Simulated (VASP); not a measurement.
SrTiO3, 10 atoms in the cell. It takes space group Imma (No. 74, orthorhombic). Conventional cell: a = 5.567 Å, b = 7.873 Å, c = 5.567 Å, α = 90.00°, β = 90.00°, γ = 90.00°. Sr (site symmetry 2/m) has 12 O at 2.78 Å and 8 Ti at 3.29 to 3.53 Å within 3.7 Å. Ti (site symmetry mm2) has 6 O at 1.87 to 2.08 Å within 2.5 Å. O (site symmetry 2/m) has 2 Ti at 1.87 Å within 2.5 Å. Within 2.8 Å of O (site symmetry 2/m) lie 2 Ti at 2.08 Å and 4 Sr at 2.78 Å and 8 O at 2.78 Å. Within 2.6 Å of O (site symmetry 2/m) lie 2 Ti at 1.97 Å.  This cell differs from its parent crystal: atoms displaced along a vibrational mode.

- Program: VASP 6.6.1
- Task: single point
- Functional: PBE
- Potentials or basis: VASP PAW PBE potentials, release 64 (Sr_sv, Ti_sv, O)
- Cutoff: 520 eV
- k mesh: 6 × 6 × 6
- Occupations: gaussian, width 0.05 eV
- Spin: no spin polarisation
- Dipole correction: no
- Further INCAR settings: ALGO = Normal; EDIFF = 1e-07; NBANDS = 51

Potentials or basis: VASP PAW PBE potentials, release 64 (Sr_sv, Ti_sv, O).

The run is started by

```sh
$ cat potpaw_PBE.64/Sr_sv/POTCAR potpaw_PBE.64/Ti_sv/POTCAR potpaw_PBE.64/O/POTCAR > POTCAR
$ mpirun -np 1 vasp_std > vasp.out
```

Hardware: 1 thread of Oxide Virtual Turin-like Processor (shared host).

How long does it take, and how much memory?

It took 11 min on 1 thread of Oxide Virtual Turin-like Processor, with other jobs on the host, peak memory 0.38 GiB. Counts: scf iterations 18, k points 46.
